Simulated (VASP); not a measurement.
Al12H: single point with PBE

System: Al12H, a slab with vacuum.

```
CELL_PARAMETERS angstrom
5.71352 0.00000 0.00000
-2.85676 4.94805 0.00000
0.00000 0.00000 21.60138
ATOMIC_POSITIONS crystal
Al 0.33333 0.16667 0.18517
Al 0.33333 0.66667 0.18517
Al 0.83333 0.16667 0.18517
Al 0.83333 0.66667 0.18517
Al 0.16667 0.33333 0.29168
Al 0.16667 0.83333 0.29168
Al 0.66667 0.33333 0.29168
Al 0.66667 0.83333 0.29168
Al 0.00000 0.00000 0.39819
Al 0.00000 0.50000 0.39819
Al 0.50000 0.00000 0.39819
Al 0.50000 0.50000 0.39819
H 0.33333 0.66667 0.47550
```

| Quantity | Value |
| --- | --- |
| Program | VASP 6.6.1 |
| Task | single point |
| Functional | PBE |
| Potentials or basis | VASP PAW PBE potentials, release 64 (Al, H) |
| Cutoff | 520 eV |
| k mesh | 6 × 6 × 1 |
| Occupations | gaussian, width 0.1 eV |
| Spin | collinear spin |
| Starting moments | [0.0, 0.0, 0.0, 0.0, 0.0, 0.0, 0.0, 0.0, 0.0, 0.0, 0.0, 0.0, 1.0] μB |

* Largest force: 1.316 eV/Å
* Net moment: 0.00 μB per cell
* Valence electrons inside the program's atomic spheres: Al 0.77, 0.76, 0.78, 0.79, 0.75 (each value once); H 0.44

Forces in eV/Å, atoms in the order of the input:
```
Al  -0.089 -0.051 -0.134
Al   0.000  0.000  0.047
Al   0.089 -0.051 -0.134
Al   0.000  0.102 -0.134
Al   0.000 -0.006  0.113
Al  -0.005  0.003  0.113
Al   0.000  0.000 -0.122
Al   0.005  0.003  0.113
Al   0.000  0.000  0.010
Al  -0.030 -0.018  0.481
Al   0.000  0.035  0.481
Al   0.030 -0.018  0.481
H    0.000  0.000 -1.316
```

Levels at points of the mesh, in eV from the Fermi level:
Spin up:
| k point | band 16 | band 17 | band 18 | band 19 | band 20 | band 21 |
| --- | --- | --- | --- | --- | --- | --- |
| (0.00, 0.00, 0.00) | -2.78 | -1.43 | -0.44 | -0.44 | -0.22 | -0.22 |
| (0.50, 0.00, 0.00) | -0.55 | -0.41 | -0.27 | 0.17 | 0.90 | 0.97 |
Spin down:
| k point | band 14 | band 15 | band 16 | band 17 | band 18 | band 19 | band 20 | band 21 | band 22 | band 23 |
| --- | --- | --- | --- | --- | --- | --- | --- | --- | --- | --- |
| (0.00, 0.00, 0.00) | -2.88 | -2.78 | -2.78 | -1.43 | -0.44 | -0.44 | -0.22 | -0.22 | -0.20 | 0.05 |
| (0.50, 0.00, 0.00) | -1.67 | -0.65 | -0.55 | -0.41 | -0.27 | 0.17 | 0.90 | 0.97 | 1.24 | 1.42 |

Wall time 18 min on 1 thread of Intel(R) Xeon(R) Platinum 8259CL CPU @ 2.50GHz (Skylake/Cascade Lake) (shared host), peak memory 0.91 GiB.
